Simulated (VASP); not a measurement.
Write the native input for VASP 6.6.1 that does the following.

```yaml
Task: single point
Functional: PBE
Potentials_or_basis: VASP PAW PBE potentials, release 64 (Hf_pv)
Cutoff: 520 eV
k_mesh: 11 × 11 × 6
Occupations: fermi-dirac, width 0.2 eV
Spin: no spin polarisation
Dipole_correction: no
Further_INCAR_settings: ALGO = Normal; EDIFF = 1e-07; NBANDS = 17
```

The structure of Hf lies in POSCAR:

```
Hf
1.0
    3.2045059552      0.0000000000      0.0000000000
   -1.6022529776      2.7751835638      0.0000000000
    0.0000000000      0.0000000000      5.0738215932
Hf
2
Direct
    0.3333333333      0.6666666667      0.2500000000
    0.6666666667      0.3333333333      0.7500000000
```

One way to write it, as run:

INCAR

```
SYSTEM = Hf
ALGO = Normal
EDIFF = 1E-7
ENCUT = 520
GGA = PE
ISIF = 2
ISMEAR = -1
LASPH = .TRUE.
LCHARG = .FALSE.
LREAL = .FALSE.
LWAVE = .FALSE.
NBANDS = 17
NELM = 80
PREC = Accurate
SIGMA = 0.2
```

KPOINTS

```
k-points
0
G
  11 11 6
  0 0 0
```

Potentials or basis: VASP PAW PBE potentials, release 64 (Hf_pv).

Run with:

```bash
$ cat potpaw_PBE.64/Hf_pv/POTCAR > POTCAR
$ mpirun -np 1 vasp_std > vasp.out
```

It gave:

```json
{
 "Pressure": "-0.1 GPa",
 "Band gap on the k mesh": "zero (band 10 reaches 6.04 eV, above the bottom of band 11 at 4.56 eV)"
}
```

Caveat: spin-orbit coupling is left out, which moves the levels of the heavy elements.

Run time: 58 s on 1 thread of Intel Xeon 8259CL, with other jobs on the host, peak memory 0.18 GiB.
